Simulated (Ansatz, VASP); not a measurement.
## One calculation of AlGaOs, two programs

```xyz
3
Lattice="-1.6041 1.6041 4.1465 1.6041 -1.6041 4.1465 1.6041 1.6041 -4.1465" Properties=species:S:1:pos:R:3 pbc="T T T"
Al    0.0000    0.0000    2.7955
Ga    0.0000    0.0000    5.5145
Os    0.0000    0.0000   -0.0170
```

Alike in both runs: functional PBE; k mesh 16 × 16 × 16; occupations gaussian, width 0.01 eV; no spin polarisation.

Ansatz relaxed the structure, and its values are those at the end. VASP's run is a single point on that final structure, the one shown.

```csv
,VASP,Ansatz
version,VASP 6.6.1,Ansatz 0.2.0
potentials or method,"VASP PAW PBE potentials, release 64 (Al, Ga_d, Os), cutoff 520 eV","scalar-relativistic, plane waves, PAW"
valence electrons in the cell,24,32
```

|  | VASP | Ansatz | Ansatz less VASP |
| --- | --- | --- | --- |
| gap on the k mesh at the Fermi level (eV) | 0.19 | 0.19 | 0.000 |
| least direct gap on the mesh (eV) | 1.12 | 1.15 | +0.026 |
| pressure (GPa) | 0.1 | 0.0 | -0.13 |
| rms of the force components (eV/Å) | 0.006 | 0.000 | -0.0055 |

VASP's potentials hold 24 valence electrons a cell and Ansatz's 32, so a difference there can come from the potentials and not from the codes.

Neither program's run includes spin-orbit coupling.
